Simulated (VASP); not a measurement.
**HgTe: single point with PBE-based screened hybrid with 10 % exact exchange**

Crystal: HgTe.

```
CELL_PARAMETERS angstrom
0.00000 3.04345 3.04345
3.04345 0.00000 3.04345
3.04345 3.04345 0.00000
ATOMIC_POSITIONS crystal
Hg 0.00000 0.00000 0.00000
Te 0.50000 0.50000 0.50000
```

* Program: VASP 6.6.1
* Task: single point
* Functional: PBE-based screened hybrid with 10 % exact exchange
* Potentials or basis: VASP PAW PBE potentials, release 64 (Hg, Te)
* Cutoff: 520 eV
* k mesh: 4 × 4 × 4
* Occupations: fermi-dirac, width 0.02 eV
* Spin: no spin polarisation
* Dipole correction: no
* Grid for exact exchange (PRECFOCK): Normal
* Share of exact exchange: 0.1
* Further INCAR settings: ALGO = Normal; EDIFF = 1e-06; NBANDS = 16
* Screening parameter: 0.1 1/Å

- Pressure: 2.0 GPa
- Band gap on the k mesh: zero (bands 9 and 10 overlap by 2.71 eV)

Levels at points of the mesh, in eV from the Fermi level:
| k point | band 7 | band 8 | band 9 | band 10 | band 11 | band 12 |
| --- | --- | --- | --- | --- | --- | --- |
| (0.00, 0.00, 0.00) | -1.11 | -1.05 | -1.05 | -1.05 | 7.69 | 7.69 |
| (0.50, 0.00, 0.00) | -6.26 | 0.00 | 0.00 | 2.59 | 3.85 | 3.92 |
| (0.50, 0.50, 0.00) | -4.84 | -3.08 | -2.71 | -2.71 | 4.82 | 9.41 |

Wall time 8 min on 1 thread of Intel(R) Xeon(R) Platinum 8488C (Sapphire Rapids), with other jobs on the host, peak memory 0.3 GiB.

Caveat: the k points lie up to 0.45 Å⁻¹ apart, too coarse for converged energies and pressures of a metal; the PAW data sets were made with another functional, which shifts forces and pressure a little; spin-orbit coupling is left out, which moves the levels of the heavy elements.
